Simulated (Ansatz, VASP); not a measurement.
# One calculation of AlN, two programs

```
Al N
1.0
     3.14032    0.00000    0.00000
    -1.57016    2.71960    0.00000
     0.00000    0.00000    5.02633
Al N
2 2
Direct
  0.32690 0.65381 0.00152
  0.67310 0.34619 0.50152
  0.33907 0.67814 0.38348
  0.66093 0.32186 0.88348
```

Change from the starting cell: mode 5 frozen in at -0.034 Å, equal normal strain along x, y and z +0.0167.

Alike in both runs: task single point; functional LDA; k mesh 9 × 9 × 6; occupations gaussian, width 0.05 eV; no spin polarisation.

```csv
,VASP,Ansatz
version,VASP 6.6.1,Ansatz 0.2.0
potentials or method,"VASP PAW LDA potentials, release 64 (Al, N), cutoff 520 eV","scalar-relativistic, plane waves, PAW"
valence electrons in the cell,16,16
```

```tsv
	VASP	Ansatz	Ansatz less VASP
gap on the k mesh at the Fermi level (eV)	3.97	3.97	-0.004
least direct gap on the mesh (eV)	3.97	3.97	-0.004
pressure (GPa)	-9.1	-9.6	-0.45
traceless stress, the component that is largest in VASP (GPa)	0.46	0.47	+0.016
rms of the force components (eV/Å)	0.089	0.089	+0.0001
```

LDA's correlation is that of Perdew and Zunger in VASP and of Perdew and Wang (1992) in Ansatz. Atom by atom the forces differ by 0.001 eV/Å (rms over components).
